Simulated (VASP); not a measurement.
Write the native input for VASP 6.6.1 that does the following.

```
Task                   : single point
Functional             : r2SCAN
Potentials or basis    : VASP PAW PBE potentials, release 64 (Li_sv, H)
Cutoff                 : 520 eV
k mesh                 : 10 × 10 × 10
Occupations            : gaussian, width 0.05 eV
Spin                   : no spin polarisation
Dipole correction      : no
Further INCAR settings : ALGO = Normal; EDIFF = 1e-06; NBANDS = 9
```

The system is LiH.

```
Li H
1.0
     0.00000    1.95120    2.03250
     2.03250    0.00000    2.03250
     2.03250    1.95120    0.00000
Li H
1 1
Direct
  0.00000 0.00000 0.00000
  0.50000 0.50000 0.50000
```

This cell differs from its parent crystal: strain -0.0400 x Voigt [0, 1, 0, 0, 0, 0].

The input as run:

POSCAR

```
LiH
1.0
    0.0000000000      1.9512000000      2.0325000000
    2.0325000000      0.0000000000      2.0325000000
    2.0325000000      1.9512000000      0.0000000000
Li H
1 1
Direct
    0.0000000000      0.0000000000      0.0000000000
    0.5000000000      0.5000000000      0.5000000000
```

INCAR.step1

```
SYSTEM = LiH
PREC = Accurate ; ENCUT = 520
ISMEAR = 0 ; SIGMA = 0.05
LREAL = .FALSE. ; LASPH = .TRUE.
NELM = 60 ; NBANDS = 9
GGA = PE ; ALGO = Normal
EDIFF = 1E-4 ; LWAVE = .TRUE.
LCHARG = .FALSE.
```

INCAR.step2

```
SYSTEM = LiH
PREC = Accurate ; ENCUT = 520
EDIFF = 1E-6 ; ISMEAR = 0
SIGMA = 0.05 ; LREAL = .FALSE.
LASPH = .TRUE. ; NELM = 60
ALGO = Normal ; ISIF = 2
LWAVE = .FALSE. ; LCHARG = .FALSE.
METAGGA = R2SCAN ; LMIXTAU = .TRUE.
NBANDS = 9 ; ISTART = 1
```

KPOINTS

```
Automatic mesh
0
G
  10 10 10
  0 0 0
```

Potentials or basis: VASP PAW PBE potentials, release 64 (Li_sv, H).

The run is started by

```console
$ cat potpaw_PBE.64/Li_sv/POTCAR potpaw_PBE.64/H/POTCAR > POTCAR
$ cp INCAR.step1 INCAR
$ mpirun -np 1 vasp_std > vasp.out
$ cp INCAR.step2 INCAR
$ mpirun -np 1 vasp_std > vasp.out
```

Results of the run:

The band gap on the k mesh is 3.19 eV (least direct gap 3.49 eV).

Caveat: the cell differs from its parent crystal (strain -0.0400 x Voigt [0, 1, 0, 0, 0, 0]).

It took 43 s on 1 thread of Intel Xeon 8259CL (shared host), peak memory 0.14 GiB.
